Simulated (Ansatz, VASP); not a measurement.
# Two plane-wave programs on SiSe

Contents of POSCAR:

```
SiSe
1.0
    3.6190099654      0.0000000000      0.0000000000
   -1.8095049827      3.1341500049      0.0000000000
    0.0000000000      0.0000000000      3.6225633436
Si Se
1 1
Direct
    0.6666700000      0.3333300000      0.5000000000
    0.0000000000      0.0000000000      0.0000000000
```

The input INCAR.step1:

```
SYSTEM = SiSe
PREC = Accurate
ENCUT = 520
EDIFF = 1E-5
ISMEAR = -1
SIGMA = 0.05
LREAL = .FALSE.
LASPH = .TRUE.
NELM = 100
ALGO = Normal
ISIF = 2
LWAVE = .TRUE.
LCHARG = .FALSE.
NBANDS = 12
GGA = PE
```

Contents of INCAR.step2:

```
SYSTEM = SiSe
PREC = Accurate
ENCUT = 520
EDIFF = 1E-7
ISMEAR = -1
SIGMA = 0.05
LREAL = .FALSE.
LASPH = .TRUE.
NELM = 100
ALGO = Normal
ISIF = 2
LWAVE = .FALSE.
LCHARG = .FALSE.
METAGGA = R2SCAN
LHFCALC = .TRUE.
AEXX = 0.25
LMIXTAU = .TRUE.
PRECFOCK = Normal
NBANDS = 12
ISTART = 1
```

The input KPOINTS:

```
regular mesh
0
G
  5 5 4
  0 0 0
```

The input input.yaml:

```yaml
crystal:
  lattice:
    - [3.6190099654, 0.0, 0.0]
    - [-1.8095049827, 3.1341500049, 0.0]
    - [0.0, 0.0, 3.6225633436]
  atoms:
    - { symbol: Si, position: [0.66667, 0.33333, 0.5] }
    - { symbol: Se, position: [0.0, 0.0, 0.0] }
hamiltonian:
  xc: r2scan0
  pseudopotentials: { kind: paw }
kpoints:
  mp_grid: { grid: [5, 5, 4] }
scf:
  occupations: { method: fermi_dirac, width: 0.05 }
output:
  forces: true
  stress: true
  eigenvalues: true
```

Alike in both runs: task single point; functional r2SCAN0; k mesh 5 × 5 × 4; occupations fermi-dirac, width 0.05 eV; no spin polarisation.

|  | VASP | Ansatz |
| --- | --- | --- |
| version | VASP 6.6.1 | Ansatz 0.2.0 |
| potentials or method | VASP PAW PBE potentials, release 64 (Si, Se) | Ansatz PAW |
| plane-wave cutoff (eV) | 520 | 500 |
| valence electrons in the cell | 10 | 20 |

```tsv
	VASP	Ansatz	Ansatz less VASP
gap on the k mesh at the Fermi level (eV)	none	none	-
pressure (GPa)	-4.2	-3.8	+0.34
traceless stress, the component that is largest in VASP (GPa)	-0.71	-0.65	+0.062
```

VASP's potentials were made for PBE, not for r2SCAN0. A gap of «none» marks a metal or a gap that the smearing closes. With one functional, cell and mesh, what is left measures potentials, basis and numerics. VASP's potentials hold 10 valence electrons a cell and Ansatz's 20, so a difference there can come from the potentials and not from the codes.

The k mesh is coarse, so the values compare programs but aren't converged.
